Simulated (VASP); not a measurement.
# SnO2 (R3m) in VASP: further runs, part 2 of 2

VASP 6.6.1. The steps go on from the part before.

## Step 5: Single point, LDA

This run uses another cell than the first one, of 11.12 Å³/atom.

Contents of INCAR:

```
SYSTEM = SnO2
PREC = Accurate ; ENCUT = 520
EDIFF = 1E-6 ; ISMEAR = 0
SIGMA = 0.05 ; LREAL = .FALSE.
LASPH = .TRUE. ; NELM = 80
ALGO = Normal ; ISIF = 2
LWAVE = .FALSE. ; LCHARG = .FALSE.
GGA = CA ; NBANDS = 64
```

Contents of KPOINTS:

```
Automatic mesh
0
G
  6 6 6
  0 0 0
```

Contents of POSCAR:

```
SnO2
1.0
    3.1092000000      1.7950974570      3.9847000000
   -3.1092000000      1.7950974570      3.9847000000
    0.0000000000     -3.5901949139      3.9847000000
Sn O
4 8
Direct
    0.8645353782      0.8645353782      0.8645353782
    0.3648691645      0.3648691645      0.8648751974
    0.3648691645      0.8648751974      0.3648691645
    0.8648751974      0.3648691645      0.3648691645
    0.1199116729      0.6196051221      0.6196051221
    0.6196051221      0.1199116729      0.6196051221
    0.6196051221      0.6196051221      0.1199116729
    0.6099370359      0.6099370359      0.6099370359
    0.1198492242      0.1198492242      0.1198492242
    0.1096932183      0.1096932183      0.6100024814
    0.1096932183      0.6100024814      0.1096932183
    0.6100024814      0.1096932183      0.1096932183
```

Potentials or basis: VASP PAW LDA potentials, release 64 (Sn_d, O).

Started as:

```
cat potpaw_LDA.64/Sn_d/POTCAR potpaw_LDA.64/O/POTCAR > POTCAR
mpirun -np 1 vasp_std > vasp.out
```

OUTCAR:

```text
SYSTEM = SnO2
   PREC = Accurate
   ENCUT = 520
   EDIFF = 1E-6
   ISMEAR = 0
   LREAL = .FALSE.
   LASPH = .TRUE.
   NELM = 80
   ISIF = 2
   GGA = CA

 ion  position               nearest neighbor table
   1  0.865  0.865  0.865-   5 2.02   6 2.02   7 2.02  11 2.03  12 2.03  10 2.03   2 3.11   2 3.11
                             3 3.11   4 3.11   3 3.11   4 3.11
   2  0.365  0.365  0.865-  11 2.02  12 2.02   9 2.02   8 2.03   5 2.03   6 2.03   3 3.11   4 3.11
                             1 3.11   1 3.11   4 3.11   3 3.11
   3  0.365  0.865  0.365-  10 2.02  12 2.02   9 2.02   8 2.03   7 2.03   5 2.03   4 3.11   2 3.11
                             1 3.11   1 3.11   4 3.11   2 3.11
   4  0.865  0.365  0.365-  10 2.02  11 2.02   9 2.02   8 2.03   7 2.03   6 2.03   3 3.11   2 3.11
                             1 3.11   1 3.11   3 3.11   2 3.11
   5  0.120  0.620  0.620-   1 2.02   2 2.03   3 2.03
   6  0.620  0.120  0.620-   1 2.02   2 2.03   4 2.03
   7  0.620  0.620  0.120-   1 2.02   3 2.03   4 2.03
   8  0.610  0.610  0.610-   3 2.03   4 2.03   2 2.03
   9  0.120  0.120  0.120-   3 2.02   4 2.02   2 2.02
  10  0.110  0.110  0.610-   3 2.02   4 2.02   1 2.03
  11  0.110  0.610  0.110-   2 2.02   4 2.02   1 2.03
[... 1824 lines left out ...]

  FORCE on cell =-STRESS in cart. coord.  units (eV):
  Direction    XX          YY          ZZ          XY          YZ          ZX
  --------------------------------------------------------------------------------------
  -------------------------------------------------------------------------------------
  Total       22.5595393     22.5595393     11.6222265      0.0000000      0.0000000      0.0000000
  in kB      270.8677113    270.8677113    139.5456646      0.0000000      0.0000000      0.0000000
  external PRESSURE =     227.0936957 kB  Pullay stress =       0.0000000 kB

 VOLUME and BASIS-vectors are now :
 -----------------------------------------------------------------------------
  energy-cutoff  :      520.00
  volume of cell :      133.44
      direct lattice vectors                 reciprocal lattice vectors
     3.109200000  1.795097457  3.984700000     0.160813071  0.092845470  0.083653307
    -3.109200000  1.795097457  3.984700000    -0.160813071  0.092845470  0.083653307
     0.000000000 -3.590194914  3.984700000     0.000000000 -0.185690940  0.083653307

 POSITION                                       TOTAL-FORCE (eV/Angst)
 -----------------------------------------------------------------------------------
      0.00000      0.00000     10.33474         0.000000     -0.000000     -0.000416
      0.00000     -1.79512      6.35406         0.000000     -0.000814      0.000983
     -1.55462      0.89756      6.35406        -0.000705      0.000407      0.000983
      1.55462      0.89756      6.35406         0.000705      0.000407      0.000983
     -1.55365     -0.89700      5.41569         0.002318      0.001338     -1.174328
      1.55365     -0.89700      5.41569        -0.002318      0.001338     -1.174328
      0.00000      1.79400      5.41569         0.000000     -0.002677     -1.174328
      0.00000      0.00000      7.29125         0.000000      0.000000      1.173167
      0.00000      0.00000      1.43269         0.000000     -0.000000     -1.175676
      0.00000     -1.79621      3.30487         0.000000     -0.002500      1.174320
     -1.55556      0.89810      3.30487        -0.002165      0.001250      1.174320
      1.55556      0.89810      3.30487         0.002165      0.001250      1.174320
 -----------------------------------------------------------------------------------
    total drift:                               -0.000000     -0.000002      0.000464

  FREE ENERGIE OF THE ION-ELECTRON SYSTEM (eV)
  ---------------------------------------------------
  free  energy   TOTEN  =       -81.3592735896 eV

  energy  without entropy=      -81.3592735896  energy(sigma->0) =      -81.35927359
```

stdout:

```text
POSCAR found type information on POSCAR SnO
 POSCAR found :  2 types and      12 ions
 scaLAPACK will be used
 LDA part: xc-table for (Slater(with rela. corr.)+CA(PZ))
 , standard interpolation
 POSCAR, INCAR and KPOINTS ok, starting setup
 FFT: planning ... GRIDC
 FFT: planning ... GRID_SOFT
 FFT: planning ... GRID
 WAVECAR not read
 entering main loop
```

It took 2.2 min on 1 thread of Intel Xeon Platinum 8559C (Emerald Rapids), shared host; peak memory 0.32 GiB.

What came out:

```
Free energy            : -81.3593 eV
Pressure               : 22.7 GPa
Largest force          : 1.176 eV/Å
Band gap on the k mesh : 2.39 eV
```

Forces in eV/Å, atoms in the order of the input:
```
Sn   0.000  0.000  0.000
Sn   0.000 -0.001  0.001
Sn  -0.001  0.000  0.001
Sn   0.001  0.000  0.001
O    0.002  0.001 -1.174
O   -0.002  0.001 -1.174
O    0.000 -0.003 -1.174
O    0.000  0.000  1.173
O    0.000  0.000 -1.176
O    0.000 -0.003  1.174
O   -0.002  0.001  1.174
O    0.002  0.001  1.174
```

Levels at points of the mesh, in eV from the valence-band top:
```tsv
k point	band 50	band 51	band 52	band 53	band 54	band 55
(0.00, 0.00, 0.00)	0.00	0.00	0.00	2.39	5.55	5.55
(0.50, 0.00, 0.00)	-0.37	-0.09	-0.09	5.11	5.11	6.76
(0.50, 0.50, 0.00)	-0.71	-0.17	-0.17	5.63	5.63	6.73
(0.50, 0.50, 0.50)	-1.11	-1.11	-1.11	4.60	6.48	6.49
```

Caveat: the cell stands under pressure; spin-orbit coupling is left out, which moves the levels of the heavy elements; forces of over 1 eV/Å act on the atoms, so gaps and moduli don't describe the material at rest.

## Step 6: Summary

```csv
cell,gap on the mesh (eV),pressure (GPa),largest force (eV/Å)
"a = 5.595 Å, angles 67.5°, 12 atoms",2.24,9.9,0.15
"a = 5.553 Å, angles 69.3°, 12 atoms",1.93,5.4,0.12
"a = 5.288 Å, angles 72.0°, 12 atoms",2.46,28.1,1.52
"a = 5.364 Å, angles 70.9°, 12 atoms",2.39,22.7,1.18
```

Alike in all rows: task single point; level LDA; potentials or basis VASP PAW LDA potentials, release 64 (Sn_d, O); no spin polarisation; k mesh 6 × 6 × 6; cutoff (eV) 520; smearing gaussian 0.05 eV.

Caveats: the cell stands under pressure; spin-orbit coupling is left out, which moves the levels of the heavy elements; forces of over 1 eV/Å act on the atoms, so gaps and moduli don't describe the material at rest (at least some runs).

Total energies depend on the potentials used, so only differences within one code and one set of settings carry meaning.
